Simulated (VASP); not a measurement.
# Y (P6_3/mmc) in VASP: further runs

The runs below take Y through single point, with PBEsol.

All numbers are computed with VASP 6.6.1; they aren't measurements. Logs are shortened: lines on timing, memory, paths and dates and some standing lists are left out, and cuts for length are marked.

## (1) The cell of the first run

It takes space group P6_3/mmc (No. 194, hexagonal). The conventional cell has a = 3.798 Å, b = 3.798 Å, c = 5.518 Å, α = 90.00°, β = 90.00°, γ = 120.00°. Y (site symmetry -6m2) has 12 Y at 3.52 to 3.80 Å within 4.6 Å.

## (2) Single point, PBEsol (strain +0.040 along x and y, -0.040 along z)

The input, INCAR:

```
SYSTEM = Y
PREC = Accurate ; ENCUT = 520
EDIFF = 1E-6 ; ISMEAR = 0
SIGMA = 0.15 ; LREAL = .FALSE.
LASPH = .TRUE. ; NELM = 100
ALGO = Fast ; ISIF = 2
LWAVE = .FALSE. ; LCHARG = .FALSE.
GGA = PS ; NBANDS = 18
```

The input, KPOINTS:

```
Automatic mesh
0
G
  15 15 8
  0 0 0
```

The input, POSCAR:

```
Y
1.0
    3.7975592066      0.0000000000      0.0000000000
   -1.8987796033      3.2887827453      0.0000000000
    0.0000000000      0.0000000000      5.5175040000
Y
2
Direct
    0.3333333333      0.6666666667      0.2500000000
    0.6666666667      0.3333333333      0.7500000000
```

Potentials or basis: VASP PAW PBE potentials, release 64 (Y_sv).

Run with:

```
$ cat potpaw_PBE.64/Y_sv/POTCAR > POTCAR
$ mpirun -np 1 vasp_std > vasp.out
```

OUTCAR:

```text
SYSTEM = Y
   PREC = Accurate
   ENCUT = 520
   EDIFF = 1E-6
   ISMEAR = 0
   LREAL = .FALSE.
   LASPH = .TRUE.
   NELM = 100
   ISIF = 2
   GGA = PS

 ion  position               nearest neighbor table
   1  0.333  0.667  0.250-   2 3.52   2 3.52   2 3.52   2 3.52   2 3.52   2 3.52
   2  0.667  0.333  0.750-   1 3.52   1 3.52   1 3.52   1 3.52   1 3.52   1 3.52

  LATTYP: Found a hexagonal cell.
 ALAT       =     3.7975592066
 C/A-ratio  =     1.4529079600

  Lattice vectors:

 A1 = (   3.7975592066,   0.0000000000,   0.0000000000)
 A2 = (  -1.8987796033,   3.2887827453,   0.0000000000)
 A3 = (   0.0000000000,   0.0000000000,   5.5175040000)

Analysis of symmetry for initial positions (statically):
=====================================================================
 Subroutine PRICEL returns:
 Original cell was already a primitive cell.

 Routine SETGRP: Setting up the symmetry group for a
 hexagonal supercell.

 Subroutine GETGRP returns: Found 24 space group operations
 (whereof 12 operations were pure point group operations)
 out of a pool of 24 trial point group operations.

The static configuration has the point symmetry D_3d.
 The point group associated with its full space group is D_6h.

Analysis of symmetry for dynamics (positions and initial velocities):
=====================================================================
 Subroutine PRICEL returns:
 Original cell was already a primitive cell.

 Routine SETGRP: Setting up the symmetry group for a
 hexagonal supercell.

 Subroutine GETGRP returns: Found 24 space group operations
 (whereof 12 operations were pure point group operations)
 out of a pool of 24 trial point group operations.

The dynamic configuration has the point symmetry D_3d.
 The point group associated with its full space group is D_6h.

 Subroutine INISYM returns: Found 24 space group operations
 (whereof 12 operations are pure point group operations),
 and found     1 'primitive' translations

----------------------------------------------------------------------------------------

                                     Primitive cell

  volume of cell :      68.9100

  direct lattice vectors                    reciprocal lattice vectors
     3.797559207  0.000000000  0.000000000     0.263327033  0.152031934  0.000000000
    -1.898779603  3.288782745  0.000000000     0.000000000  0.304063867  0.000000000
     0.000000000  0.000000000  5.517504000     0.000000000  0.000000000  0.181241373

  length of vectors
     3.797559207  3.797559207  5.517504000     0.304063867  0.304063867  0.181241373

  position of ions in fractional coordinates (direct lattice)
     0.333333333  0.666666667  0.250000000
     0.666666667  0.333333333  0.750000000

  ion indices of the primitive-cell ions
   primitive index   ion index
                 1           1
                 2           2

----------------------------------------------------------------------------------------

 KPOINTS: Automatic mesh

Automatic generation of k-mesh.
 Grid dimensions read from file:
 generate k-points for:   15   15    8

 Generating k-lattice:

  Cartesian coordinates                     Fractional coordinates (reciprocal lattice)
     0.017555136  0.010135462  0.000000000     0.066666667  0.000000000  0.000000000
     0.000000000  0.020270924  0.000000000     0.000000000  0.066666667  0.000000000
     0.000000000  0.000000000  0.022655172     0.000000000  0.000000000  0.125000000

  Length of vectors
     0.020270924  0.020270924  0.022655172

  Shift w.r.t. Gamma in fractional coordinates (k-lattice)
     0.000000000  0.000000000  0.000000000

 Subroutine IBZKPT returns following result:
 ===========================================

 Found    135 irreducible k-points:

 Following reciprocal coordinates:
            Coordinates               Weight
  0.000000  0.000000  0.000000      1.000000
  0.066667  0.000000  0.000000      6.000000
  0.133333  0.000000  0.000000      6.000000
  0.200000  0.000000  0.000000      6.000000
  0.266667  0.000000  0.000000      6.000000
  0.333333  0.000000  0.000000      6.000000
[... 16 lines left out ...]
  0.333333  0.200000  0.000000     12.000000
  0.400000  0.200000  0.000000      6.000000
 [... further k-points ...]
   k-points           NKPTS =    135   k-points in BZ     NKDIM =    135   number of bands    NBANDS=     18
   number of dos      NEDOS =    301   number of ions     NIONS =      2
   total plane-waves  NPLWV =  32928
   dimension x,y,z NGX =    28 NGY =   28 NGZ =   42
   dimension x,y,z NGXF=    56 NGYF=   56 NGZF=   84
   ions per type =               2
   NGX,Y,Z   is equivalent  to a cutoff of  12.26, 12.26, 12.65 a.u.
   NGXF,Y,Z  is equivalent  to a cutoff of  24.52, 24.52, 25.31 a.u.
 SYSTEM =  Y
   PREC   = accura    normal or accurate (medium, high low for compatibility)
   ISTART =      0    job   : 0-new  1-cont  2-samecut
   ICHARG =      2    charge: 1-file 2-atom 10-const
   ISPIN  =      1    spin polarized calculation?
   LNONCOLLINEAR =      F non collinear calculations
   LSORBIT =      F    spin-orbit coupling
   LASPH  =      T    aspherical Exc in radial PAW
   ENCUT  =  520.0 eV  38.22 Ry    6.18 a.u.   7.06  7.06 10.26*2*pi/ulx,y,z
   NELM   =    100;   NELMIN=  2; NELMDL= -5     # of ELM steps
   EDIFF  = 0.1E-05   stopping-criterion for ELM
   LREAL  =      F    real-space projection
   EDIFFG = 0.1E-04   stopping-criterion for IOM
   NSW    =      0    number of steps for IOM
   IBRION =     -1    ionic relax: 0-MD 1-quasi-New 2-CG
   NFREE  =      0    steps in history (QN), initial steepest desc. (CG)
   ISIF   =      2    stress and relaxation
   ISYM   =      2    0-nonsym 1-usesym 2-fastsym
   POTIM  = 0.5000    time-step for ionic-motion
   TEBEG  =    0.0;   TEEND  =   0.0 temperature during run
   PSTRESS=    0.0 pullay stress
   NELECT =      22.0000    total number of electrons
   NUPDOWN=      -1.0000    fix difference up-down
   EMIN   =  10.00;   EMAX   =-10.00  energy-range for DOS
   EFERMI =   0.00;   METHOD = LEGACY
   ISMEAR =     0;   SIGMA  =   0.15  broadening in eV -4-tet -1-fermi 0-gaus
   EFERMI_NEDOS =   21; number of points for ismear=-14 and -15
   IALGO  =     68    algorithm
   IMIX   =      4    mixing-type and parameters
     AMIX     =   0.40;   BMIX     =  1.00
     AMIX_MAG =   1.60;   BMIX_MAG =  1.00
  volume/ion in A,a.u.               =      34.46       232.51
  Fermi-wavevector in a.u.,A,eV,Ry     =   1.118892  2.114400 17.033403  1.251920
  Thomas-Fermi vector in A             =   2.255527
   LORBIT       =      0    0 simple, 1 ext, 2 COOP (PROOUT), +10 PAW based schemes
   GGA     = PS    functional components
   LHFCALC =     F    Hartree Fock is set to
   AEXX    =    0.0000 exact exchange contribution
   IVDW    =     0    specifies the selected vdW correction
   LEPSILON=     F    determine dielectric tensor
   LRPA    =     F    only Hartree local field effects (RPA)
 non-spin polarized calculation
 RMM-DIIS sequential band-by-band and
 Gauss-broadening in eV      SIGMA  =   0.15
  energy-cutoff  :      520.00
  volume of cell :       68.91
 maximum number of plane-waves:      1884
   NGX = 15   NGY = 15   NGZ = 21

 number of electron      22.0000001 magnetization

 Free energy of the ion-electron system (eV)
  ---------------------------------------------------
  ext. energy  EPLUGINS =         0.00000000
  ---------------------------------------------------
  free energy    TOTEN  =       -13.54939253 eV

  energy without entropy =      -13.50766551  energy(sigma->0) =      -13.52852902

 E-fermi :   2.6269     XC(G=0):  -9.3446

 val. band max:        2.6169610115   @ k =   0.3333   0.1333   0.2500
 cond. band min:       2.6480674434   @ k =   0.2667   0.0000   0.3750
 fundamental gap:      0.0311064319
 Fermi energy:         2.6268976320

 k-point     1 :       0.0000    0.0000    0.0000
  band No.  band energies     occupation
      1     -40.0831      2.00000
      2     -40.0034      2.00000
      3     -20.3668      2.00000
      4     -19.9602      2.00000
      5     -19.9602      2.00000
      6     -19.8466      2.00000
[... 10 lines left out ...]
     17       4.9295      0.00000
     18       5.1143      0.00000

 k-point     2 :       0.0667    0.0000    0.0000
  band No.  band energies     occupation
      1     -40.0815      2.00000
      2     -40.0033      2.00000
      3     -20.3598      2.00000
      4     -19.9706      2.00000
      5     -19.9646      2.00000
      6     -19.8582      2.00000
[... 10 lines left out ...]
     17       4.9955      0.00000
     18       5.2671      0.00000

 k-point     3 :       0.1333    0.0000    0.0000
  band No.  band energies     occupation
      1     -40.0767      2.00000
      2     -40.0031      2.00000
      3     -20.3393      2.00000
      4     -20.0001      2.00000
      5     -19.9768      2.00000
      6     -19.8904      2.00000
[... 10 lines left out ...]
     17       5.2025      0.00000
     18       5.5604      0.00000

 k-point     4 :       0.2000    0.0000    0.0000
  band No.  band energies     occupation
      1     -40.0694      2.00000
      2     -40.0031      2.00000
      3     -20.3070      2.00000
      4     -20.0441      2.00000
      5     -19.9940      2.00000
      6     -19.9365      2.00000
[... 375 lines left out ...]
      4     -20.1557      2.00000
      5     -20.1059      2.00000
      6     -20.0183      2.00000
[... 10 lines left out ...]
     17       6.7856      0.00000
     18       7.4081      0.00000

 k-point    23 :       0.3333    0.2000    0.0000
  band No.  band energies     occupation
      1     -40.0328      2.00000
      2     -40.0113      2.00000
      3     -20.1823      2.00000
      4     -20.1198      2.00000
      5     -20.0976      2.00000
      6     -20.0496      2.00000
[... 10 lines left out ...]
     17       7.1387      0.00000
     18       7.8054      0.00000

 k-point    24 :       0.4000    0.2000    0.0000
  band No.  band energies     occupation
      1     -40.0295      2.00000
      2     -40.0132      2.00000
      3     -20.1916      2.00000
      4     -20.0993      2.00000
      5     -20.0795      2.00000
      6     -20.0762      2.00000
[... 10 lines left out ...]
     17       7.2806      0.00000
     18       7.5481      0.00000

 [... further k-points ...]

------------------------ aborting loop because EDIFF is reached ----------------------------------------

  FORCE on cell =-STRESS in cart. coord.  units (eV):
  Direction    XX          YY          ZZ          XY          YZ          ZX
  --------------------------------------------------------------------------------------
  -------------------------------------------------------------------------------------
  Total       -2.0456775     -2.0456775     -0.5058294      0.0000000      0.0000000      0.0000000
  in kB      -47.5625735    -47.5625735    -11.7606742      0.0000000      0.0000000      0.0000000
  external PRESSURE =     -35.6286071 kB  Pullay stress =       0.0000000 kB

 VOLUME and BASIS-vectors are now :
 -----------------------------------------------------------------------------
  energy-cutoff  :      520.00
  volume of cell :       68.91
      direct lattice vectors                 reciprocal lattice vectors
     3.797559207  0.000000000  0.000000000     0.263327033  0.152031934  0.000000000
    -1.898779603  3.288782745  0.000000000     0.000000000  0.304063867  0.000000000
     0.000000000  0.000000000  5.517504000     0.000000000  0.000000000  0.181241373

 POSITION                                       TOTAL-FORCE (eV/Angst)
 -----------------------------------------------------------------------------------
     -0.00000      2.19252      1.37938         0.000000     -0.000000      0.000000
      1.89878      1.09626      4.13813        -0.000000      0.000000      0.000000
 -----------------------------------------------------------------------------------
    total drift:                               -0.000000      0.000000     -0.000000

  FREE ENERGIE OF THE ION-ELECTRON SYSTEM (eV)
  ---------------------------------------------------
  free  energy   TOTEN  =       -13.5493925267 eV

  energy  without entropy=      -13.5076655065  energy(sigma->0) =      -13.52852902
```

Run time: 2.1 min. Hardware: 1 thread of Intel Xeon Platinum 8559C (Emerald Rapids), shared host; peak memory 0.3 GiB.

Results:

| Item | Value |
| --- | --- |
| Free energy | -13.5494 eV |
| Pressure | -3.6 GPa |
| Band gap on the k mesh | zero (bands 11 and 12 overlap by 1.85 eV) |

Levels at points of the mesh, in eV from the Fermi level:
```tsv
k point	band 8	band 9	band 10	band 11	band 12	band 13	band 14	band 15
(0.00, 0.00, 0.00)	-22.40	-4.58	-1.66	1.29	1.59	1.59	2.30	2.30
(0.00, 0.00, 0.50)	-22.53	-3.05	-3.05	1.24	1.24	1.39	1.39	1.39
```

Caveat: the cell differs from its parent crystal (strain +0.040 along x and y, -0.040 along z); the cell stands under tension; the PAW data sets were made with another functional, which shifts forces and pressure a little.

(Continued in part 2 of 2.)
